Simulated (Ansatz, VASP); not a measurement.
## One calculation of Ti, two programs

```
Ti
1.0
     2.92824    0.00000    0.00000
    -1.46412    2.53593    0.00000
     0.00000    0.00000    4.62482
Ti
2
Direct
  0.33333 0.66667 0.25000
  0.66667 0.33333 0.75000
```

Alike in both runs: functional r2SCAN; dispersion rVV10; k mesh 18 × 18 × 10; occupations gaussian, width 0.1 eV; no spin polarisation.

Ansatz relaxed the structure, and its values are those at the end. VASP's run is a single point on that final structure, the one shown.

```csv
,VASP,Ansatz
version,VASP 6.6.1,Ansatz 0.2.0
potentials or method,"VASP PAW PBE potentials, release 64 (Ti_sv), cutoff 520 eV","scalar-relativistic, plane waves, PAW"
valence electrons in the cell,24,24
```

```tsv
	VASP	Ansatz	Ansatz less VASP
gap on the k mesh at the Fermi level (eV)	none	none	-
pressure (GPa)	0.4	0.0	-0.40
```

VASP's potentials were made for PBE, not for r2SCAN. A gap of «none» marks a metal or a gap that the smearing closes.
